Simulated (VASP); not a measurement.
# Be2WN3 (P4/mmm) in VASP: single point with PBE

Aim: the single point of Be2WN3 with PBE.

Program: VASP 6.6.1. These are calculated values, not measurements. Logs are shortened: lines on timing, memory, paths and dates and some standing lists are left out, and cuts for length are marked.

**1. The cell of the first run**

Symmetry: P4/mmm, No. 123, tetragonal system. The conventional cell has a = 4.032 Å, b = 4.032 Å, c = 5.196 Å, α = 90.00°, β = 90.00°, γ = 90.00°. Be (site symmetry 4mm) has 1 N at 1.58 Å and 1 Be at 2.04 Å within 2.1 Å. Within 2.7 Å of W (site symmetry 4/mmm) lie 4 N at 2.02 Å. N (site symmetry 4/mmm) has 2 Be at 1.58 Å and 4 N at 2.02 Å within 2.1 Å. Within 2.7 Å of N (site symmetry mmm) lie 2 W at 2.02 Å and 2 N at 2.02 Å and 4 Be at 2.56 Å.

The cell was built from a structure type or drawn by symmetry, and may not be a known phase.

**2. Single point, PBE**

File INCAR:

```
  PREC = Accurate
  ENCUT = 600
  EDIFF = 1E-6
  ISMEAR = 0
  SIGMA = 0.15
  LREAL = F
  LASPH = T
  NELM = 120
  ALGO = Normal
  ISIF = 2
  LWAVE = F
  LCHARG = T
  GGA = PE
  LELF = T
  LVHAR = T
  NBANDS = 26
  GGA_COMPAT = F
```

File KPOINTS:

```
Automatic mesh
0
Gamma
  3 3 3
```

File POSCAR:

```
Be2WN3
1.0
    4.0321658445      0.0000000000      0.0000000000
    0.0000000000      4.0321658445      0.0000000000
    0.0000000000      0.0000000000      5.1958448392
Be W N
2 1 3
Direct
    0.5000000000      0.5000000000      0.3041316812
    0.5000000000      0.5000000000      0.6958683188
    0.0000000000      0.0000000000      0.0000000000
    0.5000000000      0.5000000000      0.0000000000
    0.5000000000      0.0000000000      0.0000000000
    0.0000000000      0.5000000000      0.0000000000
```

Potentials or basis: VASP PAW PBE potentials, release 64 (Be, W_sv, N).

Launch:

```bash
$ cat potpaw_PBE.64/Be/POTCAR potpaw_PBE.64/W_sv/POTCAR potpaw_PBE.64/N/POTCAR > POTCAR
$ mpirun -np 1 vasp_std > vasp.out
```

OUTCAR:

```text
PREC = Accurate
   ENCUT = 600
   EDIFF = 1E-6
   ISMEAR = 0
   LREAL = F
   LASPH = T
   NELM = 120
   ISIF = 2
   GGA = PE

 ion  position               nearest neighbor table
   1  0.500  0.500  0.304-   4 1.58   2 2.04
   2  0.500  0.500  0.696-   4 1.58   1 2.04
   3  0.000  0.000  0.000-   5 2.02   6 2.02   6 2.02   5 2.02
   4  0.500  0.500  0.000-   1 1.58   2 1.58
   5  0.500  0.000  0.000-   3 2.02   3 2.02
   6  0.000  0.500  0.000-   3 2.02   3 2.02

  LATTYP: Found a simple tetragonal cell.
 ALAT       =     4.0321658445
 C/A-ratio  =     1.2885989911

  Lattice vectors:

 A1 = (   4.0321658445,   0.0000000000,   0.0000000000)
 A2 = (   0.0000000000,   4.0321658445,   0.0000000000)
 A3 = (   0.0000000000,   0.0000000000,   5.1958448392)

Analysis of symmetry for initial positions (statically):
=====================================================================
 Subroutine PRICEL returns:
 Original cell was already a primitive cell.

 Routine SETGRP: Setting up the symmetry group for a
 simple tetragonal supercell.

 Subroutine GETGRP returns: Found 16 space group operations
 (whereof 16 operations were pure point group operations)
 out of a pool of 16 trial point group operations.

The static configuration has the point symmetry D_4h.

Analysis of symmetry for dynamics (positions and initial velocities):
=====================================================================
 Subroutine PRICEL returns:
 Original cell was already a primitive cell.

 Routine SETGRP: Setting up the symmetry group for a
 simple tetragonal supercell.

 Subroutine GETGRP returns: Found 16 space group operations
 (whereof 16 operations were pure point group operations)
 out of a pool of 16 trial point group operations.

The dynamic configuration has the point symmetry D_4h.

 Subroutine INISYM returns: Found 16 space group operations
 (whereof 16 operations are pure point group operations),
 and found     1 'primitive' translations

----------------------------------------------------------------------------------------

                                     Primitive cell

  volume of cell :      84.4759

  direct lattice vectors                    reciprocal lattice vectors
     4.032165844  0.000000000  0.000000000     0.248005672  0.000000000  0.000000000
     0.000000000  4.032165844  0.000000000     0.000000000  0.248005672  0.000000000
     0.000000000  0.000000000  5.195844839     0.000000000  0.000000000  0.192461482

  length of vectors
     4.032165844  4.032165844  5.195844839     0.248005672  0.248005672  0.192461482

  position of ions in fractional coordinates (direct lattice)
     0.500000000  0.500000000  0.304131681
     0.500000000  0.500000000  0.695868319
     0.000000000  0.000000000  0.000000000
     0.500000000  0.500000000  0.000000000
     0.500000000  0.000000000  0.000000000
     0.000000000  0.500000000  0.000000000

  ion indices of the primitive-cell ions
   primitive index   ion index
                 1           1
                 2           2
                 3           3
                 4           4
                 5           5
                 6           6

----------------------------------------------------------------------------------------

 KPOINTS: Automatic mesh

Automatic generation of k-mesh.
 Grid dimensions read from file:
 generate k-points for:    3    3    3

 Generating k-lattice:

  Cartesian coordinates                     Fractional coordinates (reciprocal lattice)
     0.082668557  0.000000000  0.000000000     0.333333333  0.000000000  0.000000000
     0.000000000  0.082668557  0.000000000     0.000000000  0.333333333  0.000000000
     0.000000000  0.000000000  0.064153827     0.000000000  0.000000000  0.333333333

  Length of vectors
     0.082668557  0.082668557  0.064153827

  Shift w.r.t. Gamma in fractional coordinates (k-lattice)
     0.000000000  0.000000000  0.000000000

 Subroutine IBZKPT returns following result:
 ===========================================

 Found      6 irreducible k-points:

 Following reciprocal coordinates:
            Coordinates               Weight
  0.000000  0.000000  0.000000      1.000000
  0.333333  0.000000  0.000000      4.000000
  0.333333  0.333333  0.000000      4.000000
  0.000000  0.000000  0.333333      2.000000
  0.333333  0.000000  0.333333      8.000000
  0.333333  0.333333  0.333333      8.000000
   k-points           NKPTS =      6   k-points in BZ     NKDIM =      6   number of bands    NBANDS=     26
   number of dos      NEDOS =    301   number of ions     NIONS =      6
   total plane-waves  NPLWV =  43008
   dimension x,y,z NGX =    32 NGY =   32 NGZ =   42
   dimension x,y,z NGXF=    64 NGYF=   64 NGZF=   84
   ions per type =               2   1   3
   NGX,Y,Z   is equivalent  to a cutoff of  13.19, 13.19, 13.44 a.u.
   NGXF,Y,Z  is equivalent  to a cutoff of  26.39, 26.39, 26.88 a.u.
 SYSTEM =  unknown system
   PREC   = accura    normal or accurate (medium, high low for compatibility)
   ISTART =      0    job   : 0-new  1-cont  2-samecut
   ICHARG =      2    charge: 1-file 2-atom 10-const
   ISPIN  =      1    spin polarized calculation?
   LNONCOLLINEAR =      F non collinear calculations
   LSORBIT =      F    spin-orbit coupling
   LASPH  =      T    aspherical Exc in radial PAW
   ENCUT  =  600.0 eV  44.10 Ry    6.64 a.u.   8.05  8.05 10.38*2*pi/ulx,y,z
   NELM   =    120;   NELMIN=  2; NELMDL= -5     # of ELM steps
   EDIFF  = 0.1E-05   stopping-criterion for ELM
   LREAL  =      F    real-space projection
   EDIFFG = 0.1E-04   stopping-criterion for IOM
   NSW    =      0    number of steps for IOM
   IBRION =     -1    ionic relax: 0-MD 1-quasi-New 2-CG
   NFREE  =      0    steps in history (QN), initial steepest desc. (CG)
   ISIF   =      2    stress and relaxation
   ISYM   =      2    0-nonsym 1-usesym 2-fastsym
   POTIM  = 0.5000    time-step for ionic-motion
   TEBEG  =    0.0;   TEEND  =   0.0 temperature during run
   PSTRESS=    0.0 pullay stress
   NELECT =      33.0000    total number of electrons
   NUPDOWN=      -1.0000    fix difference up-down
   EMIN   =  10.00;   EMAX   =-10.00  energy-range for DOS
   EFERMI =   0.00;   METHOD = LEGACY
   ISMEAR =     0;   SIGMA  =   0.15  broadening in eV -4-tet -1-fermi 0-gaus
   EFERMI_NEDOS =   21; number of points for ismear=-14 and -15
   IALGO  =     38    algorithm
   IMIX   =      4    mixing-type and parameters
     AMIX     =   0.40;   BMIX     =  1.00
     AMIX_MAG =   1.60;   BMIX_MAG =  1.00
  volume/ion in A,a.u.               =      14.08        95.01
  Fermi-wavevector in a.u.,A,eV,Ry     =   1.196746  2.261521 19.486263  1.432200
  Thomas-Fermi vector in A             =   2.332678
   LORBIT       =      0    0 simple, 1 ext, 2 COOP (PROOUT), +10 PAW based schemes
   GGA     = PE    functional components
   LHFCALC =     F    Hartree Fock is set to
   AEXX    =    0.0000 exact exchange contribution
   IVDW    =     0    specifies the selected vdW correction
   LEPSILON=     F    determine dielectric tensor
   LRPA    =     F    only Hartree local field effects (RPA)
 non-spin polarized calculation
 Gauss-broadening in eV      SIGMA  =   0.15
  energy-cutoff  :      600.00
  volume of cell :       84.48
 maximum number of plane-waves:      2834
   NGX = 17   NGY = 17   NGZ = 21

 number of electron      33.0000001 magnetization

 Free energy of the ion-electron system (eV)
  ---------------------------------------------------
  ext. energy  EPLUGINS =         0.00000000
  ---------------------------------------------------
  free energy    TOTEN  =       -38.40596672 eV

  energy without entropy =      -38.32726814  energy(sigma->0) =      -38.36661743

 E-fermi :   3.3941     XC(G=0):  -9.5311

 val. band max:        3.3149267583   @ k =   0.3333   0.0000   0.3333
 cond. band min:       3.4037500668   @ k =   0.3333   0.0000   0.0000
 fundamental gap:      0.0888233085
 Fermi energy:         3.3941070412

 k-point     1 :       0.0000    0.0000    0.0000
  band No.  band energies     occupation
      1     -70.9772      2.00000
      2     -35.3444      2.00000
      3     -35.3444      2.00000
      4     -34.9500      2.00000
      5     -14.9967      2.00000
      6     -11.3574      2.00000
[... 18 lines left out ...]
     25       9.6768      0.00000
     26      10.0789      0.00000

 k-point     2 :       0.3333    0.0000    0.0000
  band No.  band energies     occupation
      1     -70.9769      2.00000
      2     -35.3681      2.00000
      3     -35.3425      2.00000
      4     -34.9484      2.00000
      5     -14.2706      2.00000
      6     -11.8120      2.00000
[... 18 lines left out ...]
     25       9.3853      0.00000
     26       9.4236      0.00000

 k-point     3 :       0.3333    0.3333    0.0000
  band No.  band energies     occupation
      1     -70.9767      2.00000
      2     -35.3660      2.00000
      3     -35.3658      2.00000
      4     -34.9469      2.00000
      5     -13.6973      2.00000
      6     -11.1442      2.00000
[... 18 lines left out ...]
     25      10.5585      0.00000
     26      10.7518      0.00000

 k-point     4 :       0.0000    0.0000    0.3333
  band No.  band energies     occupation
      1     -70.9772      2.00000
      2     -35.3444      2.00000
      3     -35.3444      2.00000
      4     -34.9501      2.00000
      5     -14.9931      2.00000
      6     -11.3557      2.00000
[... 18 lines left out ...]
     25       8.9242      0.00000
     26       9.6151      0.00000

 k-point     5 :       0.3333    0.0000    0.3333
  band No.  band energies     occupation
      1     -70.9769      2.00000
      2     -35.3681      2.00000
      3     -35.3425      2.00000
      4     -34.9485      2.00000
      5     -14.2675      2.00000
      6     -11.8081      2.00000
[... 18 lines left out ...]
     25       9.4265      0.00000
     26      10.3897      0.00000

 k-point     6 :       0.3333    0.3333    0.3333
  band No.  band energies     occupation
      1     -70.9767      2.00000
      2     -35.3660      2.00000
      3     -35.3657      2.00000
      4     -34.9470      2.00000
      5     -13.6947      2.00000
      6     -11.1396      2.00000
[... 18 lines left out ...]
     25       9.9446      0.00000
     26      10.0909      0.00000

------------------------ aborting loop because EDIFF is reached ----------------------------------------

  FORCE on cell =-STRESS in cart. coord.  units (eV):
  Direction    XX          YY          ZZ          XY          YZ          ZX
  --------------------------------------------------------------------------------------
  -------------------------------------------------------------------------------------
  Total        0.1554782      0.1554782     -0.0755497      0.0000000     -0.0000000      0.0000000
  in kB        2.9488131      2.9488131     -1.4328815      0.0000000     -0.0000000      0.0000000
  external PRESSURE =       1.4882482 kB  Pullay stress =       0.0000000 kB

 VOLUME and BASIS-vectors are now :
 -----------------------------------------------------------------------------
  energy-cutoff  :      600.00
  volume of cell :       84.48
      direct lattice vectors                 reciprocal lattice vectors
     4.032165844  0.000000000  0.000000000     0.248005672  0.000000000  0.000000000
     0.000000000  4.032165844  0.000000000     0.000000000  0.248005672  0.000000000
     0.000000000  0.000000000  5.195844839     0.000000000  0.000000000  0.192461482

 POSITION                                       TOTAL-FORCE (eV/Angst)
 -----------------------------------------------------------------------------------
      2.01608      2.01608      1.58022         0.000000     -0.000000     -0.002321
      2.01608      2.01608      3.61562         0.000000      0.000000      0.002321
      0.00000      0.00000      0.00000         0.000000      0.000000      0.000000
      2.01608      2.01608      0.00000         0.000000      0.000000      0.000000
      2.01608      0.00000      0.00000         0.000000      0.000000      0.000000
      0.00000      2.01608      0.00000         0.000000      0.000000      0.000000
 -----------------------------------------------------------------------------------
    total drift:                                0.000000      0.000000     -0.000000

  FREE ENERGIE OF THE ION-ELECTRON SYSTEM (eV)
  ---------------------------------------------------
  free  energy   TOTEN  =       -38.4059667231 eV

  energy  without entropy=      -38.3272681380  energy(sigma->0) =      -38.36661743
```

Run time: 35 s. Hardware: 1 thread of Intel Xeon 8259CL, shared host; peak memory 0.2 GiB.

What came out:

- Free energy: -38.4060 eV
- Pressure: 0.1 GPa
- Band gap on the k mesh: zero (an odd number of electrons rules out a gap without spin polarisation)

Forces in eV/Å, atoms in the order of the input:
```
Be   0.000  0.000 -0.002
Be   0.000  0.000  0.002
W    0.000  0.000  0.000
N    0.000  0.000  0.000
N    0.000  0.000  0.000
N    0.000  0.000  0.000
```

Caveat: the k points lie up to 0.52 Å⁻¹ apart, too coarse for converged energies and pressures of a metal; spin-orbit coupling is left out, which moves the levels of the heavy elements.
